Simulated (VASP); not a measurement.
Write the native input for VASP 6.6.1 that does the following.

```
Task                   : single point
Functional             : PBE
Potentials or basis    : VASP PAW PBE potentials, release 64 (Ba_sv, Te)
Cutoff                 : 500 eV
k mesh                 : 4 × 4 × 4
Occupations            : gaussian, width 0.01 eV
Spin                   : no spin polarisation
Dipole correction      : no
Further INCAR settings : ALGO = Normal; EDIFF = 1e-06; NBANDS = 15
```

The structure of BaTe lies in POSCAR:

```
BaTe
1.0
    0.0000000000      3.8554462862      3.8554462862
    3.8554462862      0.0000000000      3.8554462862
    3.8554462862      3.8554462862      0.0000000000
Ba Te
1 1
Direct
    0.0000000000      0.0000000000      0.0000000000
    0.2500000000      0.2500000000      0.2500000000
```

This cell differs from its parent crystal: strain -1.5%.

These files were run (other wordings do the same):

INCAR

```
SYSTEM = BaTe
ALGO = Normal
EDIFF = 1E-6
ENCUT = 500
GGA = PE
GGA_COMPAT = .FALSE.
ISIF = 2
ISMEAR = 0
LASPH = .TRUE.
LCHARG = .FALSE.
LREAL = .FALSE.
LWAVE = .FALSE.
NBANDS = 15
NELM = 120
PREC = Accurate
SIGMA = 0.01
```

KPOINTS

```
k-points
0
G
  4 4 4
  0 0 0
```

Potentials or basis: VASP PAW PBE potentials, release 64 (Ba_sv, Te).

The run is started by

```bash
$ cat potpaw_PBE.64/Ba_sv/POTCAR potpaw_PBE.64/Te/POTCAR > POTCAR
$ mpirun -np 1 vasp_std > vasp.out
```

It gave:

- Pressure: 1.2 GPa
- Band gap on the k mesh: 2.64 eV, indirect (least direct gap 2.89 eV)

Caveat: the cell differs from its parent crystal (strain -1.5%); spin-orbit coupling is left out, which moves the levels of the heavy elements.

Run time: 14 s on 1 thread of Intel Xeon 6975P-C, on a shared host, peak memory 0.24 GiB.
